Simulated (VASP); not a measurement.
# CaO (Lime) (Fm-3m) in VASP: a series of runs

CaO (Lime) is run at these levels: LDA; tasks: single point.

Program: VASP 6.6.1. These are calculated values, not measurements. Logs are shortened: lines on timing, memory, paths and dates and some standing lists are left out, and cuts for length are marked.

## 1. The cell of the first run

It takes space group Fm-3m (No. 225, cubic). The conventional cell has a = 4.715 Å, b = 4.715 Å, c = 4.715 Å, α = 90.00°, β = 90.00°, γ = 90.00°. Ca (site symmetry m-3m) has 6 O at 2.36 Å within 3.1 Å. O (site symmetry m-3m) has 6 Ca at 2.36 Å within 3.1 Å.

## 2. Single point, LDA

Input file INCAR:

```
SYSTEM = CaO
PREC = Accurate
ENCUT = 520
EDIFF = 1E-7
ISMEAR = 0
SIGMA = 0.01
LREAL = .FALSE.
LASPH = .TRUE.
NELM = 80
ALGO = Normal
ISIF = 2
LWAVE = .FALSE.
LCHARG = .FALSE.
NBANDS = 15
```

Input file KPOINTS:

```
Automatic mesh
0
G
  7 7 7
  0 0 0
```

Input file POSCAR:

```
CaO
1.0
    0.0000000000      2.3573739706      2.3573739706
    2.3573739706      0.0000000000      2.3573739706
    2.3573739706      2.3573739706      0.0000000000
Ca O
1 1
Direct
    0.0000000000      0.0000000000      0.0000000000
    0.5000000000      0.5000000000      0.5000000000
```

Potentials or basis: VASP PAW LDA potentials, release 64 (Ca_sv, O).

On the command line:

```bash
$ cat potpaw_LDA.64/Ca_sv/POTCAR potpaw_LDA.64/O/POTCAR > POTCAR
$ mpirun -np 1 vasp_std > vasp.out
```

OUTCAR:

```text
SYSTEM = CaO
   PREC = Accurate
   ENCUT = 520
   EDIFF = 1E-7
   ISMEAR = 0
   LREAL = .FALSE.
   LASPH = .TRUE.
   NELM = 80
   ISIF = 2

 ion  position               nearest neighbor table
   1  0.000  0.000  0.000-   2 2.36   2 2.36   2 2.36   2 2.36   2 2.36   2 2.36
   2  0.500  0.500  0.500-   1 2.36   1 2.36   1 2.36   1 2.36   1 2.36   1 2.36

  LATTYP: Found a face centered cubic cell.
 ALAT       =     4.7147479412

  Lattice vectors:

 A1 = (   0.0000000000,   2.3573739706,   2.3573739706)
 A2 = (   2.3573739706,   0.0000000000,   2.3573739706)
 A3 = (   2.3573739706,   2.3573739706,   0.0000000000)

Analysis of symmetry for initial positions (statically):
=====================================================================
 Subroutine PRICEL returns:
 Original cell was already a primitive cell.

 Routine SETGRP: Setting up the symmetry group for a
 face centered cubic supercell.

 Subroutine GETGRP returns: Found 48 space group operations
 (whereof 48 operations were pure point group operations)
 out of a pool of 48 trial point group operations.

The static configuration has the point symmetry O_h .

Analysis of symmetry for dynamics (positions and initial velocities):
=====================================================================
 Subroutine PRICEL returns:
 Original cell was already a primitive cell.

 Routine SETGRP: Setting up the symmetry group for a
 face centered cubic supercell.

 Subroutine GETGRP returns: Found 48 space group operations
 (whereof 48 operations were pure point group operations)
 out of a pool of 48 trial point group operations.

The dynamic configuration has the point symmetry O_h .

 Subroutine INISYM returns: Found 48 space group operations
 (whereof 48 operations are pure point group operations),
 and found     1 'primitive' translations

----------------------------------------------------------------------------------------

                                     Primitive cell

  volume of cell :      26.2009

  direct lattice vectors                    reciprocal lattice vectors
     0.000000000  2.357373971  2.357373971    -0.212100416  0.212100416  0.212100416
     2.357373971  0.000000000  2.357373971     0.212100416 -0.212100416  0.212100416
     2.357373971  2.357373971  0.000000000     0.212100416  0.212100416 -0.212100416

  length of vectors
     3.333830241  3.333830241  3.333830241     0.367368697  0.367368697  0.367368697

  position of ions in fractional coordinates (direct lattice)
     0.000000000  0.000000000  0.000000000
     0.500000000  0.500000000  0.500000000

  ion indices of the primitive-cell ions
   primitive index   ion index
                 1           1
                 2           2

----------------------------------------------------------------------------------------

 KPOINTS: Automatic mesh

Automatic generation of k-mesh.
 Grid dimensions read from file:
 generate k-points for:    7    7    7

 Generating k-lattice:

  Cartesian coordinates                     Fractional coordinates (reciprocal lattice)
    -0.030300059  0.030300059  0.030300059     0.142857143  0.000000000  0.000000000
     0.030300059 -0.030300059  0.030300059     0.000000000  0.142857143  0.000000000
     0.030300059  0.030300059 -0.030300059     0.000000000  0.000000000  0.142857143

  Length of vectors
     0.052481242  0.052481242  0.052481242

  Shift w.r.t. Gamma in fractional coordinates (k-lattice)
     0.000000000  0.000000000  0.000000000

 Subroutine IBZKPT returns following result:
 ===========================================

 Found     20 irreducible k-points:

 Following reciprocal coordinates:
            Coordinates               Weight
  0.000000  0.000000  0.000000      1.000000
  0.142857  0.000000  0.000000      8.000000
  0.285714  0.000000  0.000000      8.000000
  0.428571  0.000000  0.000000      8.000000
  0.142857  0.142857  0.000000      6.000000
  0.285714  0.142857  0.000000     24.000000
[... 12 lines left out ...]
 -0.428571  0.428571  0.142857     24.000000
 -0.285714  0.428571  0.142857     24.000000
   k-points           NKPTS =     20   k-points in BZ     NKDIM =     20   number of bands    NBANDS=     15
   number of dos      NEDOS =    301   number of ions     NIONS =      2
   total plane-waves  NPLWV =  21952
   dimension x,y,z NGX =    28 NGY =   28 NGZ =   28
   dimension x,y,z NGXF=    56 NGYF=   56 NGZF=   56
   ions per type =               1   1
   NGX,Y,Z   is equivalent  to a cutoff of  13.96, 13.96, 13.96 a.u.
   NGXF,Y,Z  is equivalent  to a cutoff of  27.93, 27.93, 27.93 a.u.
 SYSTEM =  CaO
   PREC   = accura    normal or accurate (medium, high low for compatibility)
   ISTART =      0    job   : 0-new  1-cont  2-samecut
   ICHARG =      2    charge: 1-file 2-atom 10-const
   ISPIN  =      1    spin polarized calculation?
   LNONCOLLINEAR =      F non collinear calculations
   LSORBIT =      F    spin-orbit coupling
   LASPH  =      T    aspherical Exc in radial PAW
   ENCUT  =  520.0 eV  38.22 Ry    6.18 a.u.   6.20  6.20  6.20*2*pi/ulx,y,z
   NELM   =     80;   NELMIN=  2; NELMDL= -5     # of ELM steps
   EDIFF  = 0.1E-06   stopping-criterion for ELM
   LREAL  =      F    real-space projection
   EDIFFG = 0.1E-05   stopping-criterion for IOM
   NSW    =      0    number of steps for IOM
   IBRION =     -1    ionic relax: 0-MD 1-quasi-New 2-CG
   NFREE  =      0    steps in history (QN), initial steepest desc. (CG)
   ISIF   =      2    stress and relaxation
   ISYM   =      2    0-nonsym 1-usesym 2-fastsym
   POTIM  = 0.5000    time-step for ionic-motion
   TEBEG  =    0.0;   TEEND  =   0.0 temperature during run
   PSTRESS=    0.0 pullay stress
   NELECT =      16.0000    total number of electrons
   NUPDOWN=      -1.0000    fix difference up-down
   EMIN   =  10.00;   EMAX   =-10.00  energy-range for DOS
   EFERMI =   0.00;   METHOD = LEGACY
   ISMEAR =     0;   SIGMA  =   0.01  broadening in eV -4-tet -1-fermi 0-gaus
   EFERMI_NEDOS =   21; number of points for ismear=-14 and -15
   IALGO  =     38    algorithm
   IMIX   =      4    mixing-type and parameters
     AMIX     =   0.40;   BMIX     =  1.00
     AMIX_MAG =   1.60;   BMIX_MAG =  1.00
  volume/ion in A,a.u.               =      13.10        88.41
  Fermi-wavevector in a.u.,A,eV,Ry     =   1.388917  2.624673 26.246875  1.929091
  Thomas-Fermi vector in A             =   2.512998
   LORBIT       =      0    0 simple, 1 ext, 2 COOP (PROOUT), +10 PAW based schemes
   GGA     = CA    functional components
   LHFCALC =     F    Hartree Fock is set to
   AEXX    =    0.0000 exact exchange contribution
   IVDW    =     0    specifies the selected vdW correction
   LEPSILON=     F    determine dielectric tensor
   LRPA    =     F    only Hartree local field effects (RPA)
 non-spin polarized calculation
 Gauss-broadening in eV      SIGMA  =   0.01
  energy-cutoff  :      520.00
  volume of cell :       26.20
 maximum number of plane-waves:       725
 NGX is ok and might be reduce to    28
   NGX = 13   NGY = 13   NGZ = 13

 number of electron      15.9999999 magnetization

 Free energy of the ion-electron system (eV)
  ---------------------------------------------------
  ext. energy  EPLUGINS =         0.00000000
  ---------------------------------------------------
  free energy    TOTEN  =       -14.22094807 eV

  energy without entropy =      -14.22094807  energy(sigma->0) =      -14.22094807

 E-fermi :   2.4553     XC(G=0): -11.3159

 val. band max:        2.3596399888   @ k =   0.0000   0.0000   0.0000
 cond. band min:       5.8816619788   @ k =   0.4286   0.4286   0.0000
 fundamental gap:      3.5220219899
 Fermi energy:         2.4552722455

 k-point     1 :       0.0000    0.0000    0.0000
  band No.  band energies     occupation
      1     -34.4804      2.00000
      2     -15.4773      2.00000
      3     -15.4773      2.00000
      4     -15.4773      2.00000
      5     -12.9626      2.00000
      6       2.3596      2.00000
      7       2.3596      2.00000
      8       2.3596      2.00000
      9       7.4041      0.00000
     10       8.5978      0.00000
     11       8.5978      0.00000
     12       8.5978      0.00000
     13      10.2654      0.00000
     14      10.2654      0.00000
     15      17.5121      0.00000

 k-point     2 :       0.1429    0.0000    0.0000
  band No.  band energies     occupation
      1     -34.4536      2.00000
      2     -15.8501      2.00000
      3     -15.4898      2.00000
      4     -15.4898      2.00000
      5     -12.5796      2.00000
      6       1.6446      2.00000
      7       2.0540      2.00000
      8       2.0540      2.00000
      9       8.2662      0.00000
     10       8.5785      0.00000
     11       8.9747      0.00000
     12       8.9747      0.00000
     13      10.7959      0.00000
     14      10.7959      0.00000
     15      18.3593      0.00000

 k-point     3 :       0.2857    0.0000    0.0000
  band No.  band energies     occupation
      1     -34.3926      2.00000
      2     -16.4756      2.00000
      3     -15.5176      2.00000
      4     -15.5176      2.00000
      5     -11.9276      2.00000
      6       0.4206      2.00000
      7       1.4653      2.00000
      8       1.4653      2.00000
      9       8.7711      0.00000
     10       9.9223      0.00000
     11       9.9223      0.00000
     12       9.9868      0.00000
     13      11.9875      0.00000
     14      11.9875      0.00000
     15      18.5731      0.00000

 k-point     4 :       0.4286    0.0000    0.0000
  band No.  band energies     occupation
      1     -34.3430      2.00000
      2     -16.8756      2.00000
      3     -15.5395      2.00000
      4     -15.5395      2.00000
      5     -11.5009      2.00000
      6      -0.3831      2.00000
      7       1.0611      2.00000
      8       1.0611      2.00000
      9       9.4253      0.00000
     10      10.8313      0.00000
     11      10.8313      0.00000
     12      11.0212      0.00000
     13      13.0847      0.00000
     14      13.0847      0.00000
     15      17.4170      0.00000
[... 235 lines left out ...]
 k-point    18 :      -0.4286    0.2857    0.1429
  band No.  band energies     occupation
      1     -34.3143      2.00000
      2     -16.5498      2.00000
      3     -15.8291      2.00000
      4     -15.6574      2.00000
      5     -11.9036      2.00000
      6       0.3169      2.00000
      7       1.1605      2.00000
      8       1.3495      2.00000
      9       8.5036      0.00000
     10       9.7313      0.00000
     11      11.4440      0.00000
     12      11.4756      0.00000
     13      12.9087      0.00000
     14      14.7634      0.00000
     15      17.0942      0.00000

 k-point    19 :      -0.4286    0.4286    0.1429
  band No.  band energies     occupation
      1     -34.2998      2.00000
      2     -16.2772      2.00000
      3     -15.8480      2.00000
      4     -15.8450      2.00000
      5     -12.3075      2.00000
      6       0.9134      2.00000
      7       1.3861      2.00000
      8       1.6260      2.00000
      9       7.0367      0.00000
     10      10.5297      0.00000
     11      11.1683      0.00000
     12      12.1264      0.00000
     13      12.2910      0.00000
     14      14.9147      0.00000
     15      17.0251      0.00000

 k-point    20 :      -0.2857    0.4286    0.1429
  band No.  band energies     occupation
      1     -34.2953      2.00000
      2     -16.2401      2.00000
      3     -16.0509      2.00000
      4     -15.7937      2.00000
      5     -12.1331      2.00000
      6       0.8120      2.00000
      7       1.2273      2.00000
      8       1.3530      2.00000
      9       8.2671      0.00000
     10       9.3940      0.00000
     11      11.2533      0.00000
     12      12.0550      0.00000
     13      12.7810      0.00000
     14      16.6231      0.00000
     15      16.6391      0.00000

------------------------ aborting loop because EDIFF is reached ----------------------------------------

  FORCE on cell =-STRESS in cart. coord.  units (eV):
  Direction    XX          YY          ZZ          XY          YZ          ZX
  --------------------------------------------------------------------------------------
  -------------------------------------------------------------------------------------
  Total        0.0672487      0.0672487      0.0672487      0.0000000     -0.0000000      0.0000000
  in kB        4.1122472      4.1122472      4.1122472      0.0000000     -0.0000000      0.0000000
  external PRESSURE =       4.1122472 kB  Pullay stress =       0.0000000 kB

 VOLUME and BASIS-vectors are now :
 -----------------------------------------------------------------------------
  energy-cutoff  :      520.00
  volume of cell :       26.20
      direct lattice vectors                 reciprocal lattice vectors
     0.000000000  2.357373971  2.357373971    -0.212100416  0.212100416  0.212100416
     2.357373971  0.000000000  2.357373971     0.212100416 -0.212100416  0.212100416
     2.357373971  2.357373971  0.000000000     0.212100416  0.212100416 -0.212100416

 POSITION                                       TOTAL-FORCE (eV/Angst)
 -----------------------------------------------------------------------------------
      0.00000      0.00000      0.00000        -0.000000     -0.000000     -0.000000
      2.35737      2.35737      2.35737         0.000000      0.000000      0.000000
 -----------------------------------------------------------------------------------
    total drift:                                0.000000      0.000000      0.000000

  FREE ENERGIE OF THE ION-ELECTRON SYSTEM (eV)
  ---------------------------------------------------
  free  energy   TOTEN  =       -14.2209480718 eV

  energy  without entropy=      -14.2209480718  energy(sigma->0) =      -14.22094807
```

Wall time 6.1 s (1 thread of AMD EPYC 9R45 (Zen 5), shared host); peak memory 0.11 GiB.

Results:

* Free energy: -14.2209 eV
* Pressure: 0.4 GPa
* Band gap on the k mesh: 3.52 eV, indirect (least direct gap 3.89 eV)

A k mesh can miss the band edges. As with any semilocal functional, this LDA gap is likely too small.

(Part 1 of 2 ends here.)
